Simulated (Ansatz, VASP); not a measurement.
**Ba: VASP beside Ansatz**

```
Ba
1.0
    -2.09196    2.09196    2.09196
     2.09196   -2.09196    2.09196
     2.09196    2.09196   -2.09196
Ba
1
Direct
  0.00000 0.00000 0.00000
```

Change from the starting cell: volume scaled by 0.68, LAPW.

Alike in both runs: task single point; functional LDA; k mesh 11 × 11 × 11; occupations fermi-dirac, width 0.05 eV; no spin polarisation.

|  | VASP | Ansatz |
| --- | --- | --- |
| version | VASP 6.6.1 | Ansatz 0.2.0 |
| potentials or method | VASP PAW LDA potentials, release 64 (Ba_sv), cutoff 520 eV | all-electron LAPW, scalar-relativistic |

|  | VASP | Ansatz | Ansatz less VASP |
| --- | --- | --- | --- |
| pressure (GPa) | 7.1 | 6.1 | -0.94 |

LDA's correlation is that of Perdew and Zunger in VASP and of Perdew and Wang (1992) in Ansatz. Ansatz ran all-electron here, and VASP with PAW potentials.

Spin-orbit coupling is off throughout.
